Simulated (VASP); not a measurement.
# AlN (P6_3mc) in VASP: notebook

Runs on AlN. Level: PBE. Tasks: single point.

Everything below comes from runs of VASP 6.6.1. Logs are shortened: lines on timing, memory, paths and dates and some standing lists are left out, and cuts for length are marked.

## Step 1: The cell of the first run

The structure is hexagonal, space group P6_3mc (No. 186). The conventional cell has a = 3.099 Å, b = 3.099 Å, c = 4.616 Å, α = 90.00°, β = 90.00°, γ = 120.00°. Within 2.4 Å of Al (site symmetry 3m) lie 4 N at 1.85 Å. N (site symmetry 3m) has 4 Al at 1.85 Å within 2.4 Å.

## Step 2: Single point, PBE

File INCAR:

```
SYSTEM = AlN
ALGO     = Normal         ! electronic algorithm
EDIFF    = 1E-7           ! SCF threshold, eV
ENCUT    = 520            ! plane-wave cutoff, eV
GGA      = PE             ! functional
ISIF     = 2              ! what is computed and relaxed
ISMEAR   = 0              ! smearing method
LASPH    = .TRUE.         ! aspherical terms in the spheres
LCHARG   = .FALSE.        ! write CHGCAR
LREAL    = .FALSE.        ! projectors in reciprocal space
LWAVE    = .FALSE.        ! write WAVECAR
NBANDS   = 16             ! bands
NELM     = 80             ! most SCF steps
PREC     = Accurate       ! precision mode
SIGMA    = 0.05           ! smearing width, eV
```

File KPOINTS:

```
k-points
0
G
  9 9 6
  0 0 0
```

File POSCAR:

```
AlN
1.0
    3.0986000000      0.0000000000      0.0000000000
   -1.5493000000      2.6834663162      0.0000000000
    0.0000000000      0.0000000000      4.6156000000
Al N
2 2
Direct
    0.3333333333      0.6666666667     -0.0084324679
    0.6666666667      0.3333333333      0.4915675321
    0.3333333333      0.6666666667      0.3934324679
    0.6666666667      0.3333333333      0.8934324679
```

Potentials or basis: VASP PAW PBE potentials, release 64 (Al, N).

Command:

```console
cat potpaw_PBE.64/Al/POTCAR potpaw_PBE.64/N/POTCAR > POTCAR
mpirun -np 1 vasp_std > vasp.out
```

OUTCAR:

```text
SYSTEM = AlN
   EDIFF = 1E-7
   ENCUT = 520
   GGA = PE
   ISIF = 2
   ISMEAR = 0
   LASPH = .TRUE.
   LREAL = .FALSE.
   NELM = 80
   PREC = Accurate

 ion  position               nearest neighbor table
   1  0.333  0.667  0.992-   4 1.85   4 1.85   4 1.85   3 1.85   2 2.92   2 2.92   2 2.92   2 2.92
                             2 2.92   2 2.92
   2  0.667  0.333  0.492-   3 1.85   3 1.85   3 1.85   4 1.85   1 2.92   1 2.92   1 2.92   1 2.92
                             1 2.92   1 2.92
   3  0.333  0.667  0.393-   2 1.85   2 1.85   2 1.85   1 1.85
   4  0.667  0.333  0.893-   1 1.85   1 1.85   1 1.85   2 1.85

  LATTYP: Found a hexagonal cell.
 ALAT       =     3.0986000000
 C/A-ratio  =     1.4895759375

  Lattice vectors:

 A1 = (   3.0986000000,   0.0000000000,   0.0000000000)
 A2 = (  -1.5493000000,   2.6834663162,   0.0000000000)
 A3 = (   0.0000000000,   0.0000000000,   4.6156000000)

Analysis of symmetry for initial positions (statically):
=====================================================================
 Subroutine PRICEL returns:
 Original cell was already a primitive cell.

 Routine SETGRP: Setting up the symmetry group for a
 hexagonal supercell.

 Subroutine GETGRP returns: Found 12 space group operations
 (whereof  6 operations were pure point group operations)
 out of a pool of 24 trial point group operations.

The static configuration has the point symmetry C_3v.
 The point group associated with its full space group is C_6v.

Analysis of symmetry for dynamics (positions and initial velocities):
=====================================================================
 Subroutine PRICEL returns:
 Original cell was already a primitive cell.

 Routine SETGRP: Setting up the symmetry group for a
 hexagonal supercell.

 Subroutine GETGRP returns: Found 12 space group operations
 (whereof  6 operations were pure point group operations)
 out of a pool of 24 trial point group operations.

The dynamic configuration has the point symmetry C_3v.
 The point group associated with its full space group is C_6v.

 Subroutine INISYM returns: Found 12 space group operations
 (whereof  6 operations are pure point group operations),
 and found     1 'primitive' translations

----------------------------------------------------------------------------------------

                                     Primitive cell

  volume of cell :      38.3787

  direct lattice vectors                    reciprocal lattice vectors
     3.098600000  0.000000000  0.000000000     0.322726393  0.186326170  0.000000000
    -1.549300000  2.683466316  0.000000000     0.000000000  0.372652339  0.000000000
     0.000000000  0.000000000  4.615600000     0.000000000  0.000000000  0.216656556

  length of vectors
     3.098600000  3.098600000  4.615600000     0.372652339  0.372652339  0.216656556

  position of ions in fractional coordinates (direct lattice)
     0.333333333  0.666666667  0.991567532
     0.666666667  0.333333333  0.491567532
     0.333333333  0.666666667  0.393432468
     0.666666667  0.333333333  0.893432468

  ion indices of the primitive-cell ions
   primitive index   ion index
                 1           1
                 2           2
                 3           3
                 4           4

----------------------------------------------------------------------------------------

 KPOINTS: k-points

Automatic generation of k-mesh.
 Grid dimensions read from file:
 generate k-points for:    9    9    6

 Generating k-lattice:

  Cartesian coordinates                     Fractional coordinates (reciprocal lattice)
     0.035858488  0.020702908  0.000000000     0.111111111  0.000000000  0.000000000
     0.000000000  0.041405815  0.000000000     0.000000000  0.111111111  0.000000000
     0.000000000  0.000000000  0.036109426     0.000000000  0.000000000  0.166666667

  Length of vectors
     0.041405815  0.041405815  0.036109426

  Shift w.r.t. Gamma in fractional coordinates (k-lattice)
     0.000000000  0.000000000  0.000000000

 Subroutine IBZKPT returns following result:
 ===========================================

 Found     48 irreducible k-points:

 Following reciprocal coordinates:
            Coordinates               Weight
  0.000000  0.000000  0.000000      1.000000
  0.111111 -0.000000  0.000000      6.000000
  0.222222 -0.000000  0.000000      6.000000
  0.333333  0.000000  0.000000      6.000000
  0.444444 -0.000000  0.000000      6.000000
  0.111111  0.111111  0.000000      6.000000
[... 16 lines left out ...]
  0.333333  0.222222  0.166667     24.000000
  0.333333  0.333333  0.166667      4.000000
 [... further k-points ...]
   k-points           NKPTS =     48   k-points in BZ     NKDIM =     48   number of bands    NBANDS=     16
   number of dos      NEDOS =    301   number of ions     NIONS =      4
   total plane-waves  NPLWV =  20736
   dimension x,y,z NGX =    24 NGY =   24 NGZ =   36
   dimension x,y,z NGXF=    48 NGYF=   48 NGZF=   72
   ions per type =               2   2
   NGX,Y,Z   is equivalent  to a cutoff of  12.88, 12.88, 12.97 a.u.
   NGXF,Y,Z  is equivalent  to a cutoff of  25.75, 25.75, 25.93 a.u.
 SYSTEM =  AlN
   PREC   = accura    normal or accurate (medium, high low for compatibility)
   ISTART =      0    job   : 0-new  1-cont  2-samecut
   ICHARG =      2    charge: 1-file 2-atom 10-const
   ISPIN  =      1    spin polarized calculation?
   LNONCOLLINEAR =      F non collinear calculations
   LSORBIT =      F    spin-orbit coupling
   LASPH  =      T    aspherical Exc in radial PAW
   ENCUT  =  520.0 eV  38.22 Ry    6.18 a.u.   5.76  5.76  8.58*2*pi/ulx,y,z
   NELM   =     80;   NELMIN=  2; NELMDL= -5     # of ELM steps
   EDIFF  = 0.1E-06   stopping-criterion for ELM
   LREAL  =      F    real-space projection
   EDIFFG = 0.1E-05   stopping-criterion for IOM
   NSW    =      0    number of steps for IOM
   IBRION =     -1    ionic relax: 0-MD 1-quasi-New 2-CG
   NFREE  =      0    steps in history (QN), initial steepest desc. (CG)
   ISIF   =      2    stress and relaxation
   ISYM   =      2    0-nonsym 1-usesym 2-fastsym
   POTIM  = 0.5000    time-step for ionic-motion
   TEBEG  =    0.0;   TEEND  =   0.0 temperature during run
   PSTRESS=    0.0 pullay stress
   NELECT =      16.0000    total number of electrons
   NUPDOWN=      -1.0000    fix difference up-down
   EMIN   =  10.00;   EMAX   =-10.00  energy-range for DOS
   EFERMI =   0.00;   METHOD = LEGACY
   ISMEAR =     0;   SIGMA  =   0.05  broadening in eV -4-tet -1-fermi 0-gaus
   EFERMI_NEDOS =   21; number of points for ismear=-14 and -15
   IALGO  =     38    algorithm
   IMIX   =      4    mixing-type and parameters
     AMIX     =   0.40;   BMIX     =  1.00
     AMIX_MAG =   1.60;   BMIX_MAG =  1.00
  volume/ion in A,a.u.               =       9.59        64.75
  Fermi-wavevector in a.u.,A,eV,Ry     =   1.222977  2.311091 20.349856  1.495672
  Thomas-Fermi vector in A             =   2.358104
   LORBIT       =      0    0 simple, 1 ext, 2 COOP (PROOUT), +10 PAW based schemes
   GGA     = PE    functional components
   LHFCALC =     F    Hartree Fock is set to
   AEXX    =    0.0000 exact exchange contribution
   IVDW    =     0    specifies the selected vdW correction
   LEPSILON=     F    determine dielectric tensor
   LRPA    =     F    only Hartree local field effects (RPA)
 non-spin polarized calculation
 Gauss-broadening in eV      SIGMA  =   0.05
  energy-cutoff  :      520.00
  volume of cell :       38.38
 maximum number of plane-waves:      1049
 NGX is ok and might be reduce to    24

 number of electron      15.9999997 magnetization

 Free energy of the ion-electron system (eV)
  ---------------------------------------------------
  ext. energy  EPLUGINS =         0.00000000
  ---------------------------------------------------
  free energy    TOTEN  =       -29.42182677 eV

  energy without entropy =      -29.42182677  energy(sigma->0) =      -29.42182677

 E-fermi :   7.7641     XC(G=0): -11.2877

 val. band max:        7.5568320596   @ k =   0.0000   0.0000   0.0000
 cond. band min:      11.9834618415   @ k =   0.0000   0.0000   0.0000
 fundamental gap:      4.4266297819
 Fermi energy:         7.7641149147

 k-point     1 :       0.0000    0.0000    0.0000
  band No.  band energies     occupation
      1      -8.7160      2.00000
      2      -5.9340      2.00000
      3       0.8907      2.00000
      4       5.6955      2.00000
      5       5.6955      2.00000
      6       6.6098      2.00000
[... 8 lines left out ...]
     15      20.5077      0.00000
     16      21.6288      0.00000

 k-point     2 :       0.1111   -0.0000    0.0000
  band No.  band energies     occupation
      1      -8.5528      2.00000
      2      -5.8597      2.00000
      3       1.0761      2.00000
      4       5.0243      2.00000
      5       5.4869      2.00000
      6       5.9979      2.00000
[... 8 lines left out ...]
     15      20.5150      0.00000
     16      20.5735      0.00000

 k-point     3 :       0.2222   -0.0000    0.0000
  band No.  band energies     occupation
      1      -8.0870      2.00000
      2      -5.6858      2.00000
      3       1.6149      2.00000
      4       3.5782      2.00000
      5       4.8212      2.00000
      6       5.0633      2.00000
[... 8 lines left out ...]
     15      19.8324      0.00000
     16      20.3051      0.00000

 k-point     4 :       0.3333    0.0000    0.0000
  band No.  band energies     occupation
      1      -7.4058      2.00000
      2      -5.5631      2.00000
      3       2.1798      2.00000
      4       2.4652      2.00000
      5       3.7044      2.00000
      6       4.6750      2.00000
[... 8 lines left out ...]
     15      20.4625      0.00000
     16      21.5922      0.00000
[... 324 lines left out ...]
 k-point    22 :       0.2222    0.2222    0.1667
  band No.  band energies     occupation
      1      -6.9487      2.00000
      2      -5.6483      2.00000
      3       2.0871      2.00000
      4       2.3421      2.00000
      5       3.9664      2.00000
      6       4.0816      2.00000
[... 8 lines left out ...]
     15      20.2669      0.00000
     16      22.6032      0.00000

 k-point    23 :       0.3333    0.2222    0.1667
  band No.  band energies     occupation
      1      -6.3671      2.00000
      2      -5.7260      2.00000
      3       1.6389      2.00000
      4       2.4608      2.00000
      5       3.2031      2.00000
      6       4.5702      2.00000
[... 8 lines left out ...]
     15      20.2698      0.00000
     16      22.6599      0.00000

 k-point    24 :       0.3333    0.3333    0.1667
  band No.  band energies     occupation
      1      -5.9555      2.00000
      2      -5.9555      2.00000
      3       1.8022      2.00000
      4       2.6189      2.00000
      5       2.6189      2.00000
      6       4.3261      2.00000
[... 8 lines left out ...]
     15      20.1988      0.00000
     16      22.7550      0.00000

 [... further k-points ...]
[... 5 lines left out ...]
  --------------------------------------------------------------------------------------
  -------------------------------------------------------------------------------------
  Total        4.3840848      4.3840848      7.1000279      0.0000000      0.0000000      0.0000000
  in kB      183.0204833    183.0204833    296.4017821      0.0000000      0.0000000      0.0000000
  external PRESSURE =     220.8142496 kB  Pullay stress =       0.0000000 kB

 VOLUME and BASIS-vectors are now :
 -----------------------------------------------------------------------------
  energy-cutoff  :      520.00
  volume of cell :       38.38
      direct lattice vectors                 reciprocal lattice vectors
     3.098600000  0.000000000  0.000000000     0.322726393  0.186326170  0.000000000
    -1.549300000  2.683466316  0.000000000     0.000000000  0.372652339  0.000000000
     0.000000000  0.000000000  4.615600000     0.000000000  0.000000000  0.216656556

 POSITION                                       TOTAL-FORCE (eV/Angst)
 -----------------------------------------------------------------------------------
     -0.00000      1.78898      4.57668        -0.000000      0.000000      0.000135
      1.54930      0.89449      2.26888         0.000000     -0.000000      0.000135
     -0.00000      1.78898      1.81593         0.000000      0.000000     -0.000135
      1.54930      0.89449      4.12373         0.000000      0.000000     -0.000135
 -----------------------------------------------------------------------------------
    total drift:                                0.000000      0.000000      0.000059

  FREE ENERGIE OF THE ION-ELECTRON SYSTEM (eV)
  ---------------------------------------------------
  free  energy   TOTEN  =       -29.4218267728 eV

  energy  without entropy=      -29.4218267728  energy(sigma->0) =      -29.42182677
```

Run time: 9.2 s. Hardware: 1 thread of Intel Xeon 6975P-C (Granite Rapids), shared host; peak memory 0.15 GiB.

Results:

| Item | Value |
| --- | --- |
| Free energy | -29.4218 eV |
| Pressure | 22.1 GPa |
| Band gap on the k mesh | 4.43 eV, direct |

Stress tensor (GPa, compression positive):
```
18.30  0.00  0.00
 0.00 18.30  0.00
 0.00  0.00 29.64
```

A k mesh can miss the band edges. A hybrid or GW would open this gap; PBE tends to underestimate it.

## Step 3: Single point, PBE

This run uses another cell than the first one, of 9.40 Å³/atom, 0.980 times its volume.

File INCAR:

```
SYSTEM = AlN
PREC = Accurate ; ENCUT = 520
EDIFF = 1E-7 ; ISMEAR = 0
SIGMA = 0.05 ; LREAL = .False.
LASPH = .True. ; NELM = 80
ALGO = Normal ; ISIF = 2
LWAVE = .False. ; LCHARG = .True.
GGA = PE ; LELF = .True.
LVHAR = .True. ; NBANDS = 16
```

File KPOINTS:

```
regular mesh
0
Gamma
  9 9 6
  0 0 0
```

File POSCAR:

```
AlN
1.0
    3.0673000000      0.0000000000      0.0000000000
   -1.5336500000      2.6563597210      0.0000000000
    0.0000000000      0.0000000000      4.6156000000
Al N
2 2
Direct
    0.3333333333      0.6666666667     -0.0071906215
    0.6666666667      0.3333333333      0.4928093785
    0.3333333333      0.6666666667      0.3921906215
    0.6666666667      0.3333333333      0.8921906215
```

Potentials or basis: VASP PAW PBE potentials, release 64 (Al, N).

Command:

```console
cat potpaw_PBE.64/Al/POTCAR potpaw_PBE.64/N/POTCAR > POTCAR
mpirun -np 1 vasp_std > vasp.out
```

Run time: 9.5 s. Hardware: 1 thread of Intel Xeon 6975P-C (Granite Rapids), shared host; peak memory 0.15 GiB.

Results (log left out):

| Quantity | Value |
| --- | --- |
| Free energy | -29.3166 eV |
| Pressure | 28.4 GPa |
| Band gap on the k mesh | 4.68 eV, direct |

Stress tensor (GPa, compression positive):
```
25.34  0.00  0.00
 0.00 25.34  0.00
 0.00  0.00 34.44
```

Levels at points of the mesh, in eV from the valence-band top:
```tsv
k point	band 6	band 7	band 8	band 9	band 10	band 11
(0.00, 0.00, 0.00)	-0.89	-0.89	0.00	4.68	6.60	10.80
(0.00, 0.00, 0.50)	-1.35	-1.35	-1.35	6.77	6.77	10.99
```

## Step 4: Single point, PBE

This run uses another cell than the first one, of the same volume but with other edges.

File INCAR:

```
SYSTEM = AlN
PREC     = Accurate       ! precision mode
ENCUT    = 520            ! plane-wave cutoff, eV
EDIFF    = 1E-7           ! SCF threshold, eV
ISMEAR   = 0              ! smearing method
SIGMA    = 0.05           ! smearing width, eV
LREAL    = .FALSE.        ! projectors in reciprocal space
LASPH    = .TRUE.         ! aspherical terms in the spheres
NELM     = 100            ! most SCF steps
ALGO     = Normal         ! electronic algorithm
ISIF     = 2              ! what is computed and relaxed
LWAVE    = .FALSE.        ! write WAVECAR
LCHARG   = .TRUE.         ! write CHGCAR
GGA      = PE             ! functional
LELF     = .TRUE.         ! ELF
LVHAR    = .TRUE.       
NBANDS   = 16             ! bands
```

File KPOINTS:

```
regular mesh
0
G
  9 9 6
  0 0 0
```

File POSCAR:

```
AlN
1.0
    3.0360000000      0.0000000000      0.0000000000
   -1.5180000000      2.6292531259      0.0000000000
    0.0000000000      0.0000000000      4.8163000000
Al N
2 2
Direct
    0.3333333333      0.6666666667      0.0002817358
    0.6666666667      0.3333333333      0.5002817358
    0.3333333333      0.6666666667      0.3847182642
    0.6666666667      0.3333333333      0.8847182642
```

Command:

```console
cat potpaw_PBE.64/Al/POTCAR potpaw_PBE.64/N/POTCAR > POTCAR
mpirun -np 1 vasp_std > vasp.out
```

It took 9.6 s on 1 thread of Intel Xeon 6975P-C (Granite Rapids), shared host; peak memory 0.16 GiB.

It converged, with:

```
Free energy            : -29.4997 eV
Pressure               : 23.7 GPa
Largest force          : 0.005 eV/Å
Band gap on the k mesh : 4.89 eV, direct
```

Forces on the atoms (eV/Å):
```
Al   0.000  0.000 -0.005
Al   0.000  0.000 -0.005
N    0.000  0.000  0.005
N    0.000  0.000  0.005
```

Stress tensor (GPa, compression positive):
```
23.50  0.00  0.00
 0.00 23.50  0.00
 0.00  0.00 24.12
```

Levels at points of the mesh, in eV from the valence-band top:
```tsv
k point	band 6	band 7	band 8	band 9	band 10	band 11
(0.00, 0.00, 0.00)	-0.34	-0.34	0.00	4.89	7.24	11.30
(0.00, 0.00, 0.50)	-0.70	-0.70	-0.70	7.10	7.10	10.99
```

A k mesh can miss the band edges. PBE gaps usually lie below the measured ones, often by a third to a half.

[end of part 1 of 2]
